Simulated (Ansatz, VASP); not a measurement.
One calculation of Tl, two programs

INCAR

```
  PREC = Accurate
  ENCUT = 520
  EDIFF = 1E-6
  ISMEAR = -1
  SIGMA = 0.1
  LREAL = False
  LASPH = True
  NELM = 100
  ALGO = Normal
  ISIF = 2
  LWAVE = False
  LCHARG = True
  GGA = RP
  LELF = True
  LVHAR = True
  NBANDS = 12
```

KPOINTS

```
regular mesh
0
Gamma
  11 11 11
```

The input POSCAR:

```
Tl
1.0
    3.4231769363      0.0000000000      0.0000000000
    0.0000000000      3.4231769363      0.0000000000
    0.0000000000      0.0000000000      3.4231769363
Tl
1
Direct
    0.0000000000      0.0000000000      0.0000000000
```

Input for Ansatz:

```yaml
crystal:
  lattice:
    - [3.4231769363, 0.0, 0.0]
    - [0.0, 3.4231769363, 0.0]
    - [0.0, 0.0, 3.4231769363]
  atoms:
    - { symbol: Tl, position: [0.0, 0.0, 0.0] }
hamiltonian:
  xc: rpbe
  pseudopotentials:
    kind: paw
    azcp:
      Tl: "pseudopotentials/Tl.paw.azcp"
basis:
  ecutwfc: 420
  fft_grid_basis: typed
kpoints:
  mp_grid: { grid: [11, 11, 11], shift: [0, 0, 0] }
magnetization:
  spin_polarized: false
scf:
  occupations: { method: fermi_dirac, width: 0.1 }
  lower_state_search: "off"
output:
  stress: true
  write_density: true
  write_potential: true
  elf: true
  volumetric_format: npy
```

Alike in both runs: task single point; functional RPBE; k mesh 11 × 11 × 11; occupations fermi-dirac, width 0.1 eV; no spin polarisation.

```csv
,VASP,Ansatz
version,VASP 6.6.1,Ansatz 0.2.0
potentials or method,"VASP PAW PBE potentials, release 64 (Tl_d), cutoff 520 eV","plane waves (420 eV) with PAW, scalar-relativistic"
valence electrons in the cell,13,13
```

```csv
,VASP,Ansatz,Ansatz less VASP
pressure (GPa),-1.0,-1.0,+0.04
```

VASP's potentials were made for PBE, not for RPBE. With one functional, cell and mesh, what is left measures potentials, basis and numerics.

Neither program's run includes spin-orbit coupling.
